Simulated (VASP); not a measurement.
Here is a VASP 6.6.1 calculation.

Contents of INCAR:

```
ALGO = Normal
EDIFF = 1E-6
ENCUT = 600
GGA = PE
GGA_COMPAT = False
ISIF = 2
ISMEAR = 0
LASPH = True
LCHARG = True
LELF = True
LMAXMIX = 6
LREAL = False
LVHAR = True
LWAVE = False
NBANDS = 15
NELM = 200
PREC = Accurate
SIGMA = 0.1
```

The input KPOINTS:

```
k-points
0
Gamma
  6 6 6
```

The input POSCAR:

```
PrB
1.0
    0.0000000000      2.7820904700      2.7820904700
    2.7820904700      0.0000000000      2.7820904700
    2.7820904700      2.7820904700      0.0000000000
Pr B
1 1
Direct
    0.2500000000      0.2500000000      0.2500000000
    0.0000000000      0.0000000000      0.0000000000
```

Potentials or basis: VASP PAW PBE potentials, release 64 (Pr, B).

Command:

```sh
$ cat potpaw_PBE.64/Pr/POTCAR potpaw_PBE.64/B/POTCAR > POTCAR
$ mpirun -np 1 vasp_std > vasp.out
```

**Question.** What does it give for the pressure?

**Answer.** 3.7 GPa.

Caveat: the cell stands under pressure; spin-orbit coupling is left out, which moves the levels of the heavy elements; semilocal functionals describe open f shells poorly, which spoils levels, moments and volumes. Spin polarisation is off, so any magnetic state and its effect on volume and gap are missing.
